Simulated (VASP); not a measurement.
**Ni: single point with LDA+U**

Crystal: Ni.

```
CELL_PARAMETERS angstrom
0.00000 1.78100 1.78100
1.78100 0.00000 1.78100
1.78100 1.78100 0.00000
ATOMIC_POSITIONS crystal
Ni 0.00000 0.00000 0.00000
```

```
Program                : VASP 6.6.1
Task                   : single point
Functional             : LDA
Potentials or basis    : VASP PAW LDA potentials, release 64 (Ni_sv_GW)
Cutoff                 : 590 eV
k mesh                 : 15 × 15 × 15
Occupations            : gaussian, width 0.05 eV
Spin                   : collinear spin, ferromagnetic start
Starting moments       : [1.46] μB
Fixed moment           : 1.46 μB
Hubbard terms          : Ni d U = 4.2 eV
Dipole correction      : no
Second run             : valence_matched
Further INCAR settings : ALGO = Normal; EDIFF = 1e-06; NBANDS = 19
```

```json
{
  "Pressure": "-13.3 GPa",
  "Net moment": "1.46 μB per cell",
  "Site moments": "Ni +1.42 μB",
  "Valence electrons inside the program's atomic spheres": "Ni 16.33"
}
```

Eigenvalues of the final occupation matrices:
```csv
site,spin,trace,eigenvalues
site 1 d,1,4.56,0.91 0.91 0.91 0.92 0.92
site 1 d,2,3.21,0.50 0.50 0.50 0.85 0.85
```

It took 60 s on 1 thread of Intel(R) Xeon(R) Platinum 8259CL CPU @ 2.50GHz (Skylake/Cascade Lake), with other jobs on the host, peak memory 0.17 GiB.

Caveat: the total moment is fixed, so each spin has its own Fermi level; the U is typed as a test and isn't derived for this compound. The state reached can hang on the start; a lower one may exist.
